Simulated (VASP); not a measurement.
Crystal: Cu.

```xyz
8
Lattice="4.5546 0.0000 0.0000 0.0000 4.5546 0.0000 0.0000 0.0000 4.5546" Properties=species:S:1:pos:R:3 pbc="T T T"
Cu    0.0000    0.0000    0.0000
Cu    2.2773    2.2773    2.2773
Cu    1.1386    0.0000    2.2773
Cu    3.4159    0.0000    2.2773
Cu    2.2773    1.1386    0.0000
Cu    2.2773    3.4159    0.0000
Cu    0.0000    2.2773    1.1386
Cu    0.0000    2.2773    3.4159
```

```yaml
Program: VASP 6.6.1
Task: relaxation of cell and atoms
Functional: PBE
Potentials_or_basis: VASP PAW PBE potentials, release 64 (Cu)
Cutoff: 600 eV
k_mesh: 6 × 6 × 6
Occupations: fermi-dirac, width 0.1 eV
Spin: no spin polarisation
```

At the start: pressure 6.2 GPa; volume 11.81 Å³/atom.

Where does the relaxation end?

Over 3 steps the energy falls by 9.9 meV/atom and the volume is 12.34 Å³/atom (+4.5 %); space group Pm-3n (No. 223, to 0.05 Å).

Step by step:
| step | energy change (eV) | largest force (eV/Å) | pressure (GPa) | volume (Å³) |
| --- | --- | --- | --- | --- |
| 1 | 0.0000 | 0.0000 | 6.23 | 94.48 |
| 2 | -0.0602 | 0.0000 | -2.68 | 100.90 |
| 3 | -0.0790 | 0.0000 | -0.03 | 98.71 |

Final structure:
```yaml
crystal:
  lattice:
    - [4.62152, 0.00000, 0.00000]
    - [0.00000, 4.62152, 0.00000]
    - [0.00000, 0.00000, 4.62152]
  atoms:
    - { symbol: Cu, position: [0.00000, 0.00000, 0.00000] }
    - { symbol: Cu, position: [0.50000, 0.50000, 0.50000] }
    - { symbol: Cu, position: [0.25000, 0.00000, 0.50000] }
    - { symbol: Cu, position: [0.75000, 0.00000, 0.50000] }
    - { symbol: Cu, position: [0.50000, 0.25000, 0.00000] }
    - { symbol: Cu, position: [0.50000, 0.75000, 0.00000] }
    - { symbol: Cu, position: [0.00000, 0.50000, 0.25000] }
    - { symbol: Cu, position: [0.00000, 0.50000, 0.75000] }
```
